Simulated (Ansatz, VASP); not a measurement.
SnO2: VASP beside Ansatz

The input INCAR:

```
PREC = Accurate
ENCUT = 520
EDIFF = 1E-7
ISMEAR = 0
SIGMA = 0.02
LREAL = F
LASPH = T
NELM = 80
ALGO = Normal
ISIF = 2
LWAVE = F
LCHARG = T
GGA = PS
LELF = T
LVHAR = T
NBANDS = 35
```

The input KPOINTS:

```
Automatic mesh
0
Gamma
  6 6 8
```

File POSCAR:

```
SnO2
1.0
    5.0547771024      0.0000000000      0.0000000000
    0.0000000000      5.0562697539      0.0000000000
    0.0000000000      0.0000000000      3.1060606663
Sn O
2 4
Direct
    0.5000000000      0.5000000000      0.5000000000
    0.0000000000      0.0000000000      0.0000000000
    0.3091500906      0.3092160200      0.0000000000
    0.8091500906      0.1907839800      0.5000000000
    0.1908499094      0.8092160200      0.5000000000
    0.6908499094      0.6907839800      0.0000000000
```

Input for Ansatz:

```yaml
crystal:
  lattice:
    - [5.0547771024, 0.0, 0.0]
    - [0.0, 5.0562697539, 0.0]
    - [0.0, 0.0, 3.1060606663]
  atoms:
    - { symbol: Sn, position: [0.5, 0.5, 0.5] }
    - { symbol: Sn, position: [0.0, 0.0, 0.0] }
    - { symbol: O, position: [0.3091500906, 0.30921602, 0.0] }
    - { symbol: O, position: [0.8091500906, 0.19078398, 0.5] }
    - { symbol: O, position: [0.1908499094, 0.80921602, 0.5] }
    - { symbol: O, position: [0.6908499094, 0.69078398, 0.0] }
basis:
  ecutwfc: 420
kpoints:
  mp_grid: { grid: [6, 6, 8] }
  band_path: { path: [VBM, CBM], npoints: 2 }
hamiltonian:
  xc: pbesol
scf:
  occupations: { method: gaussian, width: 0.02 }
output:
  forces: true
  stress: true
  eigenvalues: true
checkpoint:
  read: start.run
  write: ck
  compress: false
  write_wavefunctions: false
  write_every: 100000
```

Alike in both runs: task single point; functional PBEsol; k mesh 6 × 6 × 8; occupations gaussian, width 0.02 eV; no spin polarisation.

```csv
,VASP,Ansatz
version,VASP 6.6.1,Ansatz 0.2.0
potentials or method,"VASP PAW PBE potentials, release 64 (Sn_d, O), cutoff 520 eV","scalar-relativistic, plane waves, PAW"
valence electrons in the cell,52,52
```

VASP gave:

```
gap on the k mesh at the Fermi level (eV)                     : 0.56
least direct gap on the mesh (eV)                             : 0.56
pressure (GPa)                                                : -8.1
traceless stress, the component that is largest in VASP (GPa) : 8.95
rms of the force components (eV/Å)                            : 0.021
```

**Question.** Estimate Ansatz's values.

**Answer.** gap on the k mesh at the Fermi level (eV): 0.57; least direct gap on the mesh (eV): 0.57; pressure (GPa): -8.6; traceless stress, the component that is largest in VASP (GPa): 8.62; rms of the force components (eV/Å): 0.000.

VASP's potentials were made for PBE, not for PBEsol. Atom by atom the forces differ by 0.021 eV/Å (rms over components).
